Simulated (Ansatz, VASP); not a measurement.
## Hg: VASP beside Ansatz

```xyz
1
Lattice="14.0000 0.0000 0.0000 0.0000 14.4000 0.0000 0.0000 0.0000 14.8000" Properties=species:S:1:pos:R:3 pbc="T T T"
Hg    7.0000    7.2000    7.4000
```

Alike in both runs: task single point; functional revPBE; k mesh 1 × 1 × 1; occupations fermi-dirac, width 0.01 eV; collinear spin.

|  | VASP | Ansatz |
| --- | --- | --- |
| version | VASP 6.6.1 | Ansatz 0.2.0 |
| potentials or method | VASP PAW PBE potentials, release 64 (Hg), cutoff 520 eV | plane waves (420 eV) with PAW, scalar-relativistic |
| valence electrons in the cell | 12 | 20 |

|  | VASP | Ansatz | Ansatz less VASP |
| --- | --- | --- | --- |
| gap on the k mesh at the Fermi level (eV) | 5.72 | 5.71 | -0.009 |
| net moment per atom (μB) | 0.00 | 0.00 | 0.000 |

VASP's potentials were made for PBE, not for revPBE. VASP's potentials hold 12 valence electrons a cell and Ansatz's 20, so a difference there can come from the potentials and not from the codes. Ansatz's warnings: seeded moment not kept, xc potential rough in thin density.

Spin-orbit coupling is off throughout.
